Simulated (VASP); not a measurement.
# Ru3S (Pm-3m) in VASP: notebook

The runs below take Ru3S through single point, with PBE.

All numbers are computed with VASP 6.6.1; they aren't measurements. Logs are shortened: lines on timing, memory, paths and dates and some standing lists are left out, and cuts for length are marked.

## Step 1: The cell of the first run

Symmetry: Pm-3m, No. 221, cubic system. Conventional cell: a = 3.798 Å, b = 3.798 Å, c = 3.798 Å, α = 90.00°, β = 90.00°, γ = 90.00°. Ru (site symmetry 4/mmm) has 8 Ru at 2.69 Å and 4 S at 2.69 Å within 3.5 Å. S (site symmetry m-3m) has 12 Ru at 2.69 Å within 3.5 Å.

## Step 2: Single point, PBE, collinear spin, ferromagnetic start

Input file INCAR:

```
PREC = Accurate
ENCUT = 520
EDIFF = 1E-7
ISMEAR = 0
SIGMA = 0.1
LREAL = False
LASPH = True
NELM = 150
ALGO = Fast
ISIF = 2
LWAVE = False
LCHARG = False
ISPIN = 2
MAGMOM = 0.21 0.21 0.21 0
LORBIT = 11
LMAXMIX = 4
GGA = PE
NBANDS = 36
```

Input file KPOINTS:

```
Automatic mesh
0
Gamma
  4 4 4
```

Input file POSCAR:

```
Ru3S
1.0
    3.7977746800      0.0000000000      0.0000000000
    0.0000000000      3.7977746800      0.0000000000
    0.0000000000      0.0000000000      3.7977746800
Ru S
3 1
Direct
    0.0000000000      0.5000000000      0.5000000000
    0.5000000000      0.0000000000      0.5000000000
    0.5000000000      0.5000000000      0.0000000000
    0.0000000000      0.0000000000      0.0000000000
```

Potentials or basis: VASP PAW PBE potentials, release 64 (Ru_pv, S).

Started as:

```
$ cat potpaw_PBE.64/Ru_pv/POTCAR potpaw_PBE.64/S/POTCAR > POTCAR
$ mpirun -np 1 vasp_std > vasp.out
```

OUTCAR:

```text
PREC = Accurate
   ENCUT = 520
   EDIFF = 1E-7
   ISMEAR = 0
   LREAL = False
   LASPH = True
   NELM = 150
   ISIF = 2
   ISPIN = 2
   LORBIT = 11
   GGA = PE

 ion  position               nearest neighbor table
   1  0.000  0.500  0.500-   2 2.69   3 2.69   4 2.69   3 2.69   4 2.69   2 2.69   4 2.69   4 2.69
                             2 2.69   3 2.69   3 2.69   2 2.69
   2  0.500  0.000  0.500-   1 2.69   3 2.69   4 2.69   3 2.69   4 2.69   1 2.69   3 2.69   3 2.69
                             1 2.69   4 2.69   4 2.69   1 2.69
   3  0.500  0.500  0.000-   1 2.69   2 2.69   4 2.69   1 2.69   2 2.69   2 2.69   4 2.69   2 2.69
                             1 2.69   4 2.69   1 2.69   4 2.69
   4  0.000  0.000  0.000-   1 2.69   2 2.69   3 2.69   1 2.69   2 2.69   1 2.69   3 2.69   1 2.69
                             2 2.69   3 2.69   2 2.69   3 2.69

  LATTYP: Found a simple cubic cell.
 ALAT       =     3.7977746800

  Lattice vectors:

 A1 = (   3.7977746800,   0.0000000000,   0.0000000000)
 A2 = (   0.0000000000,   3.7977746800,   0.0000000000)
 A3 = (   0.0000000000,   0.0000000000,   3.7977746800)

Analysis of symmetry for initial positions (statically):
=====================================================================
 Subroutine PRICEL returns:
 Original cell was already a primitive cell.

 Routine SETGRP: Setting up the symmetry group for a
 simple cubic supercell.

 Subroutine GETGRP returns: Found 48 space group operations
 (whereof 48 operations were pure point group operations)
 out of a pool of 48 trial point group operations.

The static configuration has the point symmetry O_h .

Analysis of symmetry for dynamics (positions and initial velocities):
=====================================================================
 Subroutine PRICEL returns:
 Original cell was already a primitive cell.

 Routine SETGRP: Setting up the symmetry group for a
 simple cubic supercell.

 Subroutine GETGRP returns: Found 48 space group operations
 (whereof 48 operations were pure point group operations)
 out of a pool of 48 trial point group operations.

The dynamic configuration has the point symmetry O_h .

Analysis of structural, dynamic, and magnetic symmetry:
=====================================================================
 Subroutine PRICEL returns:
 Original cell was already a primitive cell.

 Routine SETGRP: Setting up the symmetry group for a
 simple cubic supercell.

 Subroutine GETGRP returns: Found 48 space group operations
 (whereof 48 operations were pure point group operations)
 out of a pool of 48 trial point group operations.

The overall configuration has the point symmetry O_h .

 Subroutine INISYM returns: Found 48 space group operations
 (whereof 48 operations are pure point group operations),
 and found     1 'primitive' translations

----------------------------------------------------------------------------------------

                                     Primitive cell

  volume of cell :      54.7757

  direct lattice vectors                    reciprocal lattice vectors
     3.797774680  0.000000000  0.000000000     0.263312093  0.000000000  0.000000000
     0.000000000  3.797774680  0.000000000     0.000000000  0.263312093  0.000000000
     0.000000000  0.000000000  3.797774680     0.000000000  0.000000000  0.263312093

  length of vectors
     3.797774680  3.797774680  3.797774680     0.263312093  0.263312093  0.263312093

  position of ions in fractional coordinates (direct lattice)
     0.000000000  0.500000000  0.500000000
     0.500000000  0.000000000  0.500000000
     0.500000000  0.500000000  0.000000000
     0.000000000  0.000000000  0.000000000

  ion indices of the primitive-cell ions
   primitive index   ion index
                 1           1
                 2           2
                 3           3
                 4           4

----------------------------------------------------------------------------------------

 KPOINTS: Automatic mesh

Automatic generation of k-mesh.
 Grid dimensions read from file:
 generate k-points for:    4    4    4

 Generating k-lattice:

  Cartesian coordinates                     Fractional coordinates (reciprocal lattice)
     0.065828023  0.000000000  0.000000000     0.250000000  0.000000000  0.000000000
     0.000000000  0.065828023  0.000000000     0.000000000  0.250000000  0.000000000
     0.000000000  0.000000000  0.065828023     0.000000000  0.000000000  0.250000000

  Length of vectors
     0.065828023  0.065828023  0.065828023

  Shift w.r.t. Gamma in fractional coordinates (k-lattice)
     0.000000000  0.000000000  0.000000000

 Subroutine IBZKPT returns following result:
 ===========================================

 Found     10 irreducible k-points:

 Following reciprocal coordinates:
            Coordinates               Weight
  0.000000  0.000000  0.000000      1.000000
  0.250000  0.000000  0.000000      6.000000
  0.500000  0.000000  0.000000      3.000000
  0.250000  0.250000  0.000000     12.000000
  0.500000  0.250000  0.000000     12.000000
  0.500000  0.500000  0.000000      3.000000
  0.250000  0.250000  0.250000      8.000000
  0.500000  0.250000  0.250000     12.000000
  0.500000  0.500000  0.250000      6.000000
  0.500000  0.500000  0.500000      1.000000
   k-points           NKPTS =     10   k-points in BZ     NKDIM =     10   number of bands    NBANDS=     36
   number of dos      NEDOS =    301   number of ions     NIONS =      4
   total plane-waves  NPLWV =  21952
   dimension x,y,z NGX =    28 NGY =   28 NGZ =   28
   dimension x,y,z NGXF=    56 NGYF=   56 NGZF=   56
   ions per type =               3   1
   NGX,Y,Z   is equivalent  to a cutoff of  12.26, 12.26, 12.26 a.u.
   NGXF,Y,Z  is equivalent  to a cutoff of  24.51, 24.51, 24.51 a.u.
 SYSTEM =  unknown system
   PREC   = accura    normal or accurate (medium, high low for compatibility)
   ISTART =      0    job   : 0-new  1-cont  2-samecut
   ICHARG =      2    charge: 1-file 2-atom 10-const
   ISPIN  =      2    spin polarized calculation?
   LNONCOLLINEAR =      F non collinear calculations
   LSORBIT =      F    spin-orbit coupling
   LASPH  =      T    aspherical Exc in radial PAW
   ENCUT  =  520.0 eV  38.22 Ry    6.18 a.u.   7.06  7.06  7.06*2*pi/ulx,y,z
   NELM   =    150;   NELMIN=  2; NELMDL= -5     # of ELM steps
   EDIFF  = 0.1E-06   stopping-criterion for ELM
   LREAL  =      F    real-space projection
   EDIFFG = 0.1E-05   stopping-criterion for IOM
   NSW    =      0    number of steps for IOM
   IBRION =     -1    ionic relax: 0-MD 1-quasi-New 2-CG
   NFREE  =      0    steps in history (QN), initial steepest desc. (CG)
   ISIF   =      2    stress and relaxation
   ISYM   =      2    0-nonsym 1-usesym 2-fastsym
   POTIM  = 0.5000    time-step for ionic-motion
   TEBEG  =    0.0;   TEEND  =   0.0 temperature during run
   PSTRESS=    0.0 pullay stress
   NELECT =      48.0000    total number of electrons
   NUPDOWN=      -1.0000    fix difference up-down
   EMIN   =  10.00;   EMAX   =-10.00  energy-range for DOS
   EFERMI =   0.00;   METHOD = LEGACY
   ISMEAR =     0;   SIGMA  =   0.10  broadening in eV -4-tet -1-fermi 0-gaus
   EFERMI_NEDOS =   21; number of points for ismear=-14 and -15
   IALGO  =     68    algorithm
   IMIX   =      4    mixing-type and parameters
     AMIX     =   0.40;   BMIX     =  1.00
     AMIX_MAG =   1.60;   BMIX_MAG =  1.00
  volume/ion in A,a.u.               =      13.69        92.41
  Fermi-wavevector in a.u.,A,eV,Ry     =   1.566605  2.960453 33.392096  2.454250
  Thomas-Fermi vector in A             =   2.668908
   LORBIT       =     11    0 simple, 1 ext, 2 COOP (PROOUT), +10 PAW based schemes
   GGA     = PE    functional components
   LHFCALC =     F    Hartree Fock is set to
   AEXX    =    0.0000 exact exchange contribution
   IVDW    =     0    specifies the selected vdW correction
   LEPSILON=     F    determine dielectric tensor
   LRPA    =     F    only Hartree local field effects (RPA)
 spin polarized calculation
 RMM-DIIS sequential band-by-band and
 Gauss-broadening in eV      SIGMA  =   0.10
  energy-cutoff  :      520.00
  volume of cell :       54.78
 maximum number of plane-waves:      1498
   NGX = 15   NGY = 15   NGZ = 15

 number of electron      48.0000028 magnetization       0.0000542

 number of electron      48.0000028 magnetization      -0.0000234

 Free energy of the ion-electron system (eV)
  ---------------------------------------------------
  ext. energy  EPLUGINS =         0.00000000
  ---------------------------------------------------
  free energy    TOTEN  =       -29.31110086 eV

  energy without entropy =      -29.29241791  energy(sigma->0) =      -29.30175939

 E-fermi :  12.2075     XC(G=0): -13.4773

 val. band max:       12.1531331905   @ k =   0.2500   0.0000   0.0000
 cond. band min:      12.3214820131   @ k =   0.5000   0.5000   0.0000
 fundamental gap:      0.1683488227
 Fermi energy:        12.2074517723

 spin component 1

 k-point     1 :       0.0000    0.0000    0.0000
  band No.  band energies     occupation
      1     -30.7173      1.00000
      2     -30.7173      1.00000
      3     -30.7173      1.00000
      4     -30.2212      1.00000
      5     -30.2212      1.00000
      6     -30.2212      1.00000
[... 28 lines left out ...]
     35      23.6888      0.00000
     36      25.5624      0.00000

 k-point     2 :       0.2500    0.0000    0.0000
  band No.  band energies     occupation
      1     -30.6626      1.00000
      2     -30.6626      1.00000
      3     -30.6241      1.00000
      4     -30.2429      1.00000
      5     -30.2429      1.00000
      6     -30.2279      1.00000
[... 28 lines left out ...]
     35      24.8002      0.00000
     36      24.8639      0.00000
[... 271 lines left out ...]
     35      21.9768      0.00000
     36      24.5708      0.00000

 k-point    10 :       0.5000    0.5000    0.5000
  band No.  band energies     occupation
      1     -31.0046      1.00000
      2     -30.6040      1.00000
      3     -30.6040      1.00000
      4     -30.6040      1.00000
      5     -30.0889      1.00000
      6     -30.0889      1.00000
[... 28 lines left out ...]
     35      21.7046      0.00000
     36      25.0276      0.00000
 Fermi energy:        12.2074517723

 spin component 2

 k-point     1 :       0.0000    0.0000    0.0000
  band No.  band energies     occupation
      1     -30.7173      1.00000
      2     -30.7173      1.00000
      3     -30.7173      1.00000
      4     -30.2212      1.00000
      5     -30.2212      1.00000
      6     -30.2212      1.00000
[... 28 lines left out ...]
     35      23.6816      0.00000
     36      23.6874      0.00000

 k-point     2 :       0.2500    0.0000    0.0000
  band No.  band energies     occupation
      1     -30.6626      1.00000
      2     -30.6626      1.00000
      3     -30.6241      1.00000
      4     -30.2429      1.00000
      5     -30.2429      1.00000
      6     -30.2279      1.00000
[... 28 lines left out ...]
     35      24.8044      0.00000
     36      24.8109      0.00000
[... 271 lines left out ...]
     35      21.9768      0.00000
     36      24.5701      0.00000

 k-point    10 :       0.5000    0.5000    0.5000
  band No.  band energies     occupation
      1     -31.0046      1.00000
      2     -30.6040      1.00000
      3     -30.6040      1.00000
      4     -30.6040      1.00000
      5     -30.0889      1.00000
      6     -30.0889      1.00000
[... 28 lines left out ...]
     35      21.7046      0.00000
     36      23.7149      0.00000

------------------------ aborting loop because EDIFF is reached ----------------------------------------

  FORCE on cell =-STRESS in cart. coord.  units (eV):
  Direction    XX          YY          ZZ          XY          YZ          ZX
  --------------------------------------------------------------------------------------
  -------------------------------------------------------------------------------------
  Total        0.0130478      0.0130478      0.0130478     -0.0000000     -0.0000000      0.0000000
  in kB        0.3816459      0.3816459      0.3816459     -0.0000000     -0.0000000      0.0000000
  external PRESSURE =       0.3816459 kB  Pullay stress =       0.0000000 kB

 VOLUME and BASIS-vectors are now :
 -----------------------------------------------------------------------------
  energy-cutoff  :      520.00
  volume of cell :       54.78
      direct lattice vectors                 reciprocal lattice vectors
     3.797774680  0.000000000  0.000000000     0.263312093  0.000000000  0.000000000
     0.000000000  3.797774680  0.000000000     0.000000000  0.263312093  0.000000000
     0.000000000  0.000000000  3.797774680     0.000000000  0.000000000  0.263312093

 POSITION                                       TOTAL-FORCE (eV/Angst)
 -----------------------------------------------------------------------------------
      0.00000      1.89889      1.89889         0.000000      0.000000      0.000000
      1.89889      0.00000      1.89889         0.000000      0.000000      0.000000
      1.89889      1.89889      0.00000         0.000000      0.000000      0.000000
      0.00000      0.00000      0.00000         0.000000      0.000000      0.000000
 -----------------------------------------------------------------------------------
    total drift:                                0.000000      0.000000      0.000000

  FREE ENERGIE OF THE ION-ELECTRON SYSTEM (eV)
  ---------------------------------------------------
  free  energy   TOTEN  =       -29.3111008621 eV

  energy  without entropy=      -29.2924179104  energy(sigma->0) =      -29.30175939

 total charge

# of ion       s       p       d       tot
------------------------------------------
    1        0.326   6.219   6.119  12.664
    2        0.326   6.219   6.119  12.664
    3        0.326   6.219   6.119  12.664
    4        1.388   2.054   0.000   3.441
--------------------------------------------------
tot          2.364  20.712  18.356  41.432

 magnetization (x)

# of ion       s       p       d       tot
------------------------------------------
    1        0.000   0.000  -0.000  -0.000
    2        0.000   0.000  -0.000  -0.000
    3        0.000   0.000  -0.000  -0.000
    4       -0.000  -0.000   0.000  -0.000
--------------------------------------------------
tot          0.000  -0.000  -0.000  -0.000
```

It took 58 s on 1 thread of Oxide Virtual Turin-like, shared host; peak memory 0.15 GiB.

Results:

* Free energy: -29.3111 eV
* Pressure: 0.0 GPa
* Band gap on the k mesh: zero (filled and empty bands overlap)
* Net moment: 0.00 μB per cell
* Valence electrons inside the program's atomic spheres: Ru 12.66; S 3.44

Caveat: the k points lie up to 0.41 Å⁻¹ apart, too coarse for converged energies and pressures of a metal.

## Step 3: Single point, PBE

Input file INCAR:

```
SYSTEM = Ru3S
  ALGO = Fast
  EDIFF = 1E-6
  ENCUT = 520
  GGA = PE
  ISIF = 2
  ISMEAR = 0
  LASPH = .TRUE.
  LCHARG = .TRUE.
  LELF = .TRUE.
  LREAL = .FALSE.
  LVHAR = .TRUE.
  LWAVE = .FALSE.
  NBANDS = 32
  NELM = 100
  PREC = Accurate
  SIGMA = 0.1
```

Input file KPOINTS:

```
k-points
0
G
  12 12 12
  0 0 0
```

Input file POSCAR:

```
Ru3S
1.0
    3.7984993512      0.0000000000      0.0000000000
    0.0000000000      3.7984993512      0.0000000000
    0.0000000000      0.0000000000      3.7984993512
Ru S
3 1
Direct
    0.0000000000      0.5000000000      0.5000000000
    0.5000000000      0.0000000000      0.5000000000
    0.5000000000      0.5000000000      0.0000000000
    0.0000000000      0.0000000000      0.0000000000
```

Potentials or basis: VASP PAW PBE potentials, release 64 (Ru_pv, S).

Started as:

```
$ cat potpaw_PBE.64/Ru_pv/POTCAR potpaw_PBE.64/S/POTCAR > POTCAR
$ mpirun -np 1 vasp_std > vasp.out
```

Run time: 2.5 min. Hardware: 1 thread of Oxide Virtual Turin-like, shared host; peak memory 0.2 GiB.

It converged, with:

```
Free energy            : -29.3677 eV
Pressure               : 0.0 GPa
Band gap on the k mesh : zero (bands 24 and 25 overlap by 1.05 eV)
```

Levels at points of the mesh, in eV from the Fermi level:
| k point | band 22 | band 23 | band 24 | band 25 | band 26 | band 27 |
| --- | --- | --- | --- | --- | --- | --- |
| (0.00, 0.00, 0.00) | -1.04 | -0.59 | 0.68 | 0.68 | 1.90 | 2.40 |
| (0.50, 0.00, 0.00) | -1.14 | -1.14 | -0.26 | 0.85 | 0.89 | 1.61 |
| (0.50, 0.50, 0.00) | -1.06 | -0.81 | -0.70 | -0.14 | 0.10 | 1.83 |
| (0.50, 0.50, 0.50) | -1.21 | -1.21 | -0.27 | -0.27 | 0.98 | 1.91 |

(Continued in part 2 of 2.)

The gap in the log of VASP goes by the Fermi energy; the results here count the filled bands.